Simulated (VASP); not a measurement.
# Nb (Fm-3m) in VASP: notebook

Nb is run at these levels: PBE; tasks: single point, relaxation of cell and atoms.

Program: VASP 6.6.1. These are calculated values, not measurements. Logs are shortened: lines on timing, memory, paths and dates and some standing lists are left out, and cuts for length are marked.

### Step 1. The cell of the first run

Symmetry: Fm-3m, No. 225, cubic system. Conventional cell: a = 3.953 Å, b = 3.953 Å, c = 3.953 Å, α = 90.00°, β = 90.00°, γ = 90.00°. Nb (site symmetry m-3m) has 12 Nb at 2.80 Å within 3.7 Å.

This isn't the form of Nb at room conditions, which is bcc.

### Step 2. Single point, PBE

Contents of INCAR:

```
SYSTEM = Nb
PREC = Accurate
ENCUT = 520
EDIFF = 1E-6
ISMEAR = -1
SIGMA = 0.1
LREAL = .FALSE.
LASPH = .TRUE.
NELM = 100
ALGO = Normal
ISIF = 2
LWAVE = .FALSE.
LCHARG = .FALSE.
GGA = PE
NBANDS = 12
```

Contents of KPOINTS:

```
Automatic mesh
0
G
  19 19 19
  0 0 0
```

Contents of POSCAR:

```
Nb
1.0
    0.0000000000      1.9764373494      1.9764373494
    1.9764373494      0.0000000000      1.9764373494
    1.9764373494      1.9764373494      0.0000000000
Nb
1
Direct
    0.0000000000      0.0000000000      0.0000000000
```

Potentials or basis: VASP PAW PBE potentials, release 64 (Nb_sv).

Command:

```console
$ cat potpaw_PBE.64/Nb_sv/POTCAR > POTCAR
$ mpirun -np 1 vasp_std > vasp.out
```

OUTCAR:

```text
SYSTEM = Nb
   PREC = Accurate
   ENCUT = 520
   EDIFF = 1E-6
   ISMEAR = -1
   LREAL = .FALSE.
   LASPH = .TRUE.
   NELM = 100
   ISIF = 2
   GGA = PE

 ion  position               nearest neighbor table
   1  0.000  0.000  0.000-

  LATTYP: Found a face centered cubic cell.
 ALAT       =     3.9528746988

  Lattice vectors:

 A1 = (   0.0000000000,   1.9764373494,   1.9764373494)
 A2 = (   1.9764373494,   0.0000000000,   1.9764373494)
 A3 = (   1.9764373494,   1.9764373494,   0.0000000000)

Analysis of symmetry for initial positions (statically):
=====================================================================
 Subroutine PRICEL returns:
 Original cell was already a primitive cell.

 Routine SETGRP: Setting up the symmetry group for a
 face centered cubic supercell.

 Subroutine GETGRP returns: Found 48 space group operations
 (whereof 48 operations were pure point group operations)
 out of a pool of 48 trial point group operations.

The static configuration has the point symmetry O_h .

Analysis of symmetry for dynamics (positions and initial velocities):
=====================================================================
 Subroutine PRICEL returns:
 Original cell was already a primitive cell.

 Routine SETGRP: Setting up the symmetry group for a
 face centered cubic supercell.

 Subroutine GETGRP returns: Found 48 space group operations
 (whereof 48 operations were pure point group operations)
 out of a pool of 48 trial point group operations.

The dynamic configuration has the point symmetry O_h .

 Subroutine INISYM returns: Found 48 space group operations
 (whereof 48 operations are pure point group operations),
 and found     1 'primitive' translations

----------------------------------------------------------------------------------------

                                     Primitive cell

  volume of cell :      15.4411

  direct lattice vectors                    reciprocal lattice vectors
     0.000000000  1.976437349  1.976437349    -0.252980445  0.252980445  0.252980445
     1.976437349  0.000000000  1.976437349     0.252980445 -0.252980445  0.252980445
     1.976437349  1.976437349  0.000000000     0.252980445  0.252980445 -0.252980445

  length of vectors
     2.795104505  2.795104505  2.795104505     0.438174984  0.438174984  0.438174984

  position of ions in fractional coordinates (direct lattice)
     0.000000000  0.000000000  0.000000000

  ion indices of the primitive-cell ions
   primitive index   ion index
                 1           1

----------------------------------------------------------------------------------------

 KPOINTS: Automatic mesh

Automatic generation of k-mesh.
 Grid dimensions read from file:
 generate k-points for:   19   19   19

 Generating k-lattice:

  Cartesian coordinates                     Fractional coordinates (reciprocal lattice)
    -0.013314760  0.013314760  0.013314760     0.052631579  0.000000000  0.000000000
     0.013314760 -0.013314760  0.013314760     0.000000000  0.052631579  0.000000000
     0.013314760  0.013314760 -0.013314760     0.000000000  0.000000000  0.052631579

  Length of vectors
     0.023061841  0.023061841  0.023061841

  Shift w.r.t. Gamma in fractional coordinates (k-lattice)
     0.000000000  0.000000000  0.000000000

 Subroutine IBZKPT returns following result:
 ===========================================

 Found    220 irreducible k-points:

 Following reciprocal coordinates:
            Coordinates               Weight
  0.000000  0.000000  0.000000      1.000000
  0.052632  0.000000  0.000000      8.000000
  0.105263  0.000000  0.000000      8.000000
  0.157895  0.000000  0.000000      8.000000
  0.210526  0.000000  0.000000      8.000000
  0.263158  0.000000  0.000000      8.000000
[... 16 lines left out ...]
 -0.315789  0.052632  0.000000     24.000000
 -0.263158  0.052632  0.000000     24.000000
 [... further k-points ...]
   k-points           NKPTS =    220   k-points in BZ     NKDIM =    220   number of bands    NBANDS=     12
   number of dos      NEDOS =    301   number of ions     NIONS =      1
   total plane-waves  NPLWV =  13824
   dimension x,y,z NGX =    24 NGY =   24 NGZ =   24
   dimension x,y,z NGXF=    48 NGYF=   48 NGZF=   48
   ions per type =               1
   NGX,Y,Z   is equivalent  to a cutoff of  14.27, 14.27, 14.27 a.u.
   NGXF,Y,Z  is equivalent  to a cutoff of  28.55, 28.55, 28.55 a.u.
 SYSTEM =  Nb
   PREC   = accura    normal or accurate (medium, high low for compatibility)
   ISTART =      0    job   : 0-new  1-cont  2-samecut
   ICHARG =      2    charge: 1-file 2-atom 10-const
   ISPIN  =      1    spin polarized calculation?
   LNONCOLLINEAR =      F non collinear calculations
   LSORBIT =      F    spin-orbit coupling
   LASPH  =      T    aspherical Exc in radial PAW
   ENCUT  =  520.0 eV  38.22 Ry    6.18 a.u.   5.20  5.20  5.20*2*pi/ulx,y,z
   NELM   =    100;   NELMIN=  2; NELMDL= -5     # of ELM steps
   EDIFF  = 0.1E-05   stopping-criterion for ELM
   LREAL  =      F    real-space projection
   EDIFFG = 0.1E-04   stopping-criterion for IOM
   NSW    =      0    number of steps for IOM
   IBRION =     -1    ionic relax: 0-MD 1-quasi-New 2-CG
   NFREE  =      0    steps in history (QN), initial steepest desc. (CG)
   ISIF   =      2    stress and relaxation
   ISYM   =      2    0-nonsym 1-usesym 2-fastsym
   POTIM  = 0.5000    time-step for ionic-motion
   TEBEG  =    0.0;   TEEND  =   0.0 temperature during run
   PSTRESS=    0.0 pullay stress
   NELECT =      13.0000    total number of electrons
   NUPDOWN=      -1.0000    fix difference up-down
   EMIN   =  10.00;   EMAX   =-10.00  energy-range for DOS
   EFERMI =   0.00;   METHOD = LEGACY
   ISMEAR =    -1;   SIGMA  =   0.10  broadening in eV -4-tet -1-fermi 0-gaus
   EFERMI_NEDOS =   21; number of points for ismear=-14 and -15
   IALGO  =     38    algorithm
   IMIX   =      4    mixing-type and parameters
     AMIX     =   0.40;   BMIX     =  1.00
     AMIX_MAG =   1.60;   BMIX_MAG =  1.00
  volume/ion in A,a.u.               =      15.44       104.20
  Fermi-wavevector in a.u.,A,eV,Ry     =   1.545834  2.921203 32.512526  2.389603
  Thomas-Fermi vector in A             =   2.651156
   LORBIT       =      0    0 simple, 1 ext, 2 COOP (PROOUT), +10 PAW based schemes
   GGA     = PE    functional components
   LHFCALC =     F    Hartree Fock is set to
   AEXX    =    0.0000 exact exchange contribution
   IVDW    =     0    specifies the selected vdW correction
   LEPSILON=     F    determine dielectric tensor
   LRPA    =     F    only Hartree local field effects (RPA)
 non-spin polarized calculation
  energy-cutoff  :      520.00
  volume of cell :       15.44
 maximum number of plane-waves:       431
 NGX is ok and might be reduce to    24
   NGX = 11   NGY = 11   NGZ = 11

 number of electron      13.0000000 magnetization

 Free energy of the ion-electron system (eV)
  ---------------------------------------------------
  ext. energy  EPLUGINS =         0.00000000
  ---------------------------------------------------
  free energy    TOTEN  =        -9.51858745 eV

  energy without entropy =       -9.47337985  energy(sigma->0) =       -9.49598365

 E-fermi :  13.9278     XC(G=0): -13.3179

 val. band max:       13.9268360968   @ k =  -0.4211   0.2632   0.0526
 cond. band min:      13.9310768113   @ k =  -0.3684   0.2105   0.0000
 fundamental gap:      0.0042407145
 Fermi energy:        13.9278417982

 k-point     1 :       0.0000    0.0000    0.0000
  band No.  band energies     occupation
      1     -40.7684      2.00000
      2     -15.6494      2.00000
      3     -15.6494      2.00000
      4     -15.6494      2.00000
      5       7.3259      2.00000
      6      13.8265      1.46733
      7      13.8265      1.46733
      8      13.8265      1.46733
      9      17.2135      0.00000
     10      17.2135      0.00000
     11      25.8686      0.00000
     12      31.5575      0.00000

 k-point     2 :       0.0526    0.0000    0.0000
  band No.  band energies     occupation
      1     -40.7574      2.00000
      2     -15.7143      2.00000
      3     -15.6570      2.00000
      4     -15.6570      2.00000
      5       7.4576      2.00000
      6      13.7185      1.78052
      7      13.8881      1.19613
      8      13.8881      1.19613
      9      17.1485      0.00000
     10      17.1485      0.00000
     11      26.1420      0.00000
     12      31.0475      0.00000

 k-point     3 :       0.1053    0.0000    0.0000
  band No.  band energies     occupation
      1     -40.7256      2.00000
      2     -15.8996      2.00000
      3     -15.6788      2.00000
      4     -15.6788      2.00000
      5       7.8315      2.00000
      6      13.4460      1.98397
      7      14.0515      0.45020
      8      14.0515      0.45020
      9      16.9953      0.00000
     10      16.9953      0.00000
     11      26.8800      0.00000
     12      30.0338      0.00000

 k-point     4 :       0.1579    0.0000    0.0000
  band No.  band energies     occupation
      1     -40.6759      2.00000
      2     -16.1794      2.00000
      3     -15.7123      2.00000
      4     -15.7123      2.00000
      5       8.3774      2.00000
      6      13.1412      1.99923
      7      14.2420      0.08285
      8      14.2420      0.08285
      9      16.8753      0.00000
     10      16.8753      0.00000
     11      27.6452      0.00000
     12      29.3222      0.00000

 k-point     5 :       0.2105    0.0000    0.0000
  band No.  band energies     occupation
      1     -40.6135      2.00000
      2     -16.5174      2.00000
      3     -15.7537      2.00000
      4     -15.7537      2.00000
      5       8.9572      2.00000
      6      12.9879      1.99983
      7      14.3321      0.03449
      8      14.3321      0.03449
      9      16.9632      0.00000
     10      16.9632      0.00000
     11      27.2824      0.00000
     12      30.0486      0.00000
[... 228 lines left out ...]
      1     -40.3579      2.00000
      2     -17.7260      2.00000
      3     -15.9673      2.00000
      4     -15.9092      2.00000
      5       9.4371      2.00000
      6      13.4683      1.98001
      7      13.6981      1.81737
      8      15.6170      0.00000
      9      19.2697      0.00000
     10      20.0528      0.00000
     11      25.7592      0.00000
     12      28.1389      0.00000

 k-point    22 :      -0.3684    0.0526    0.0000
  band No.  band energies     occupation
      1     -40.3951      2.00000
      2     -17.5565      2.00000
      3     -15.9528      2.00000
      4     -15.8769      2.00000
      5       9.5298      2.00000
      6      13.6409      1.89264
      7      13.8297      1.45470
      8      14.8537      0.00019
      9      18.5589      0.00000
     10      19.5798      0.00000
     11      25.7215      0.00000
     12      29.5709      0.00000

 k-point    23 :      -0.3158    0.0526    0.0000
  band No.  band energies     occupation
      1     -40.4495      2.00000
      2     -17.3029      2.00000
      3     -15.9241      2.00000
      4     -15.8358      2.00000
      5       9.6117      2.00000
      6      13.8742      1.26187
      7      13.9545      0.86760
      8      14.0323      0.52039
      9      17.7668      0.00000
     10      18.8964      0.00000
     11      26.0082      0.00000
     12      30.9664      0.00000

 k-point    24 :      -0.2632    0.0526    0.0000
  band No.  band energies     occupation
      1     -40.5146      2.00000
      2     -16.9884      2.00000
      3     -15.8841      2.00000
      4     -15.7902      2.00000
      5       9.5599      2.00000
      6      13.2126      1.99844
      7      14.1229      0.24908
      8      14.2596      0.06997
      9      17.0463      0.00000
     10      18.1867      0.00000
     11      26.5561      0.00000
     12      31.4072      0.00000

 [... further k-points ...]

------------------------ aborting loop because EDIFF is reached ----------------------------------------

  FORCE on cell =-STRESS in cart. coord.  units (eV):
  Direction    XX          YY          ZZ          XY          YZ          ZX
  --------------------------------------------------------------------------------------
  -------------------------------------------------------------------------------------
  Total        4.2989740      4.2989740      4.2989740      0.0000000      0.0000000      0.0000000
  in kB      446.0630538    446.0630538    446.0630538      0.0000000      0.0000000      0.0000000
  external PRESSURE =     446.0630538 kB  Pullay stress =       0.0000000 kB

 VOLUME and BASIS-vectors are now :
 -----------------------------------------------------------------------------
  energy-cutoff  :      520.00
  volume of cell :       15.44
      direct lattice vectors                 reciprocal lattice vectors
     0.000000000  1.976437349  1.976437349    -0.252980445  0.252980445  0.252980445
     1.976437349  0.000000000  1.976437349     0.252980445 -0.252980445  0.252980445
     1.976437349  1.976437349  0.000000000     0.252980445  0.252980445 -0.252980445

 POSITION                                       TOTAL-FORCE (eV/Angst)
 -----------------------------------------------------------------------------------
      0.00000      0.00000      0.00000         0.000000      0.000000      0.000000
 -----------------------------------------------------------------------------------
    total drift:                                0.000000     -0.000000     -0.000000

  FREE ENERGIE OF THE ION-ELECTRON SYSTEM (eV)
  ---------------------------------------------------
  free  energy   TOTEN  =        -9.5185874457 eV

  energy  without entropy=       -9.4733798520  energy(sigma->0) =       -9.49598365
```

Run time: 40 s. Hardware: 1 thread of Intel Xeon 8259CL, shared host; peak memory 0.17 GiB.

What came out:

- Free energy: -9.5186 eV
- Pressure: 44.6 GPa
- Band gap on the k mesh: zero (an odd number of electrons rules out a gap without spin polarisation)

Caveat: the cell stands under pressure.

(Part 1 of 2 ends here.)
